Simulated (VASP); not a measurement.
Here is a VASP 6.6.1 calculation.

The input INCAR:

```
SYSTEM = SnO
ALGO = Normal
EDIFF = 1E-6
ENCUT = 520
GGA = PE
ISIF = 2
ISMEAR = -1
LASPH = .TRUE.
LCHARG = .FALSE.
LREAL = .FALSE.
LWAVE = .FALSE.
NBANDS = 28
NELM = 60
PREC = Accurate
SIGMA = 0.05
```

Contents of KPOINTS:

```
k-points
0
G
  8 5 6
  0 0 0
```

POSCAR

```
SnO
1.0
    3.3991548656      0.0000000000      0.0000000000
    0.0000000000      5.7487718259      0.0000000000
    0.0000000000      0.0000000000      4.2775286081
Sn O
2 2
Direct
    0.5000000000      0.7680910000      0.0131440000
    0.0000000000      0.2319090000      0.5131440000
    0.5000000000      0.1087500000      0.2368570000
    0.0000000000      0.8912500000      0.7368570000
```

Potentials or basis: VASP PAW PBE potentials, release 64 (Sn_d, O).

Run with:

```console
$ cat potpaw_PBE.64/Sn_d/POTCAR potpaw_PBE.64/O/POTCAR > POTCAR
$ mpirun -np 1 vasp_std > vasp.out
```

**Question.** Estimate the band gap on the k mesh.

**Answer.** 1.54 eV, indirect (least direct gap 2.14 eV).

**Question.** Estimate the largest force.

**Answer.** 0.555 eV/Å.

**Question.** Predict the pressure.

**Answer.** -2.2 GPa.

Forces on the atoms (eV/Å):
```
Sn   0.000  0.533 -0.156
Sn   0.000 -0.533 -0.156
O    0.000 -0.091  0.156
O    0.000  0.091  0.156
```

Caveat: spin-orbit coupling is left out, which moves the levels of the heavy elements. A k mesh can miss the band edges.
